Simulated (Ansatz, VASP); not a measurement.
# Al2Cu: VASP beside Ansatz

```
Al Cu
1.0
     4.82953    0.00000    0.00000
    -2.41476    4.18249    0.00000
     0.00000    0.00000    4.38808
Al Cu
4 2
Direct
  0.00000 0.00000 0.00000
  0.00000 0.34634 0.50000
  0.65366 0.65366 0.50000
  0.34634 0.00000 0.50000
  0.66667 0.33333 0.00000
  0.33333 0.66667 0.00000
```

Alike in both runs: functional PBE; k mesh 12 × 12 × 8; occupations gaussian, width 0.1 eV; no spin polarisation.

Ansatz relaxed the structure, and its values are those at the end. VASP's run is a single point on that final structure, the one shown.

|  | VASP | Ansatz |
| --- | --- | --- |
| version | VASP 6.6.1 | Ansatz 0.2.0 |
| potentials or method | VASP PAW PBE potentials, release 64 (Al, Cu), cutoff 520 eV | scalar-relativistic, plane waves, PAW |
| valence electrons in the cell | 34 | 50 |

Ansatz gave:

- gap on the k mesh at the Fermi level (eV): none
- pressure (GPa): 0.0
- rms of the force components (eV/Å): 0.004

Estimate VASP's values.

gap on the k mesh at the Fermi level (eV): none; pressure (GPa): 0.2; rms of the force components (eV/Å): 0.008.

A gap of «none» marks a metal or a gap that the smearing closes. VASP's potentials hold 34 valence electrons a cell and Ansatz's 50, so a difference there can come from the potentials and not from the codes.
